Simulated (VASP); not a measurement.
# AlRu: vibrations by perturbation theory with LDA

Crystal: AlRu.

```
Al Ru
1.0
     2.97393    0.00000    0.00000
     0.00000    2.97393    0.00000
     0.00000    0.00000    2.97393
Al Ru
1 1
Direct
  0.00000 0.00000 0.00000
  0.50000 0.50000 0.50000
```

This cell differs from its parent crystal: volume scaled by 1.020.

| Property | Result |
| --- | --- |
| Program | VASP 6.6.1 |
| Task | vibrations by perturbation theory |
| Functional | LDA |
| Potentials or basis | VASP PAW LDA potentials, release 64 (Al, Ru_pv) |
| Cutoff | 520 eV |
| k mesh | 14 × 14 × 14 |
| Occupations | fermi-dirac, width 0.08 eV |
| Spin | no spin polarisation |
| Dipole correction | no |
| Further INCAR settings | ALGO = Normal; EDIFF = 1e-08; NBANDS = 16; IBRION = 8; NSW = 1 |

| Property | Result |
| --- | --- |
| Highest phonon frequency at Γ, LO-TO splitting left out | 315 cm⁻¹ |

Phonon frequencies in cm⁻¹ (negative: imaginary):
```
              q point        frequencies
(0.000, 0.000, 0.000)  0 0 0 315 315 315
```

Wall time 4.8 min on 1 thread of Intel(R) Xeon(R) Platinum 8175M CPU @ 2.50GHz (Skylake/Cascade Lake), with other jobs on the host, peak memory 0.39 GiB.

Caveat: the cell wasn't relaxed at this level first, which shifts response properties.
